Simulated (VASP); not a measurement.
MnO2:

```
Mn O
1.0
     4.41060    0.00000    0.00000
     0.00000    4.41060    0.00000
     0.00000    0.00000    2.88054
Mn O
2 4
Direct
  0.00000 0.00000 0.00000
  0.50000 0.50000 0.50000
  0.30200 0.30200 0.00000
  0.19800 0.80200 0.50000
  0.69800 0.69800 0.00000
  0.80200 0.19800 0.50000
```

- Program: VASP 6.6.1
- Task: relaxation of cell and atoms
- Functional: PBE
- Potentials or basis: VASP PAW PBE potentials, release 64 (Mn_pv, O)
- Cutoff: 600 eV
- k mesh: 4 × 4 × 8
- Occupations: gaussian, width 0.05 eV
- Spin: collinear spin, ferromagnetic start
- Starting moments: [3.0, 3.0, 0.0, 0.0, 0.0, 0.0] μB

At the start: pressure 3.5 GPa; volume 9.34 Å³/atom.

How do energy, volume and symmetry change on relaxing?

Over 5 steps the energy falls by 5.9 meV/atom and the volume is 9.52 Å³/atom (+1.9 %); space group P4_2/mnm (No. 136, to 0.1 Å) before and after; moment 6.00 μB per cell.

The path:
| step | energy change (eV) | largest force (eV/Å) | pressure (GPa) | volume (Å³) |
| --- | --- | --- | --- | --- |
| 1 | 0.0000 | 0.4823 | 3.54 | 56.04 |
| 2 | -0.0310 | 0.0043 | -2.26 | 57.72 |
| 3 | -0.0336 | 0.0956 | -1.08 | 57.34 |
| 4 | -0.0340 | 0.0940 | 1.00 | 56.94 |
| 5 | -0.0352 | 0.0039 | 0.01 | 57.13 |

Final structure:
```yaml
crystal:
  lattice:
    - [4.45297, 0.00000, 0.00000]
    - [0.00000, 4.45297, 0.00000]
    - [0.00000, 0.00000, 2.88094]
  atoms:
    - { symbol: Mn, position: [0.00000, 0.00000, 0.00000] }
    - { symbol: Mn, position: [0.50000, 0.50000, 0.50000] }
    - { symbol: O, position: [0.30540, 0.30540, 0.00000] }
    - { symbol: O, position: [0.19460, 0.80540, 0.50000] }
    - { symbol: O, position: [0.69460, 0.69460, 0.00000] }
    - { symbol: O, position: [0.80540, 0.19460, 0.50000] }
```

Caveat: only a ferromagnetic start was run, and an antiferromagnetic order may lie lower in energy.
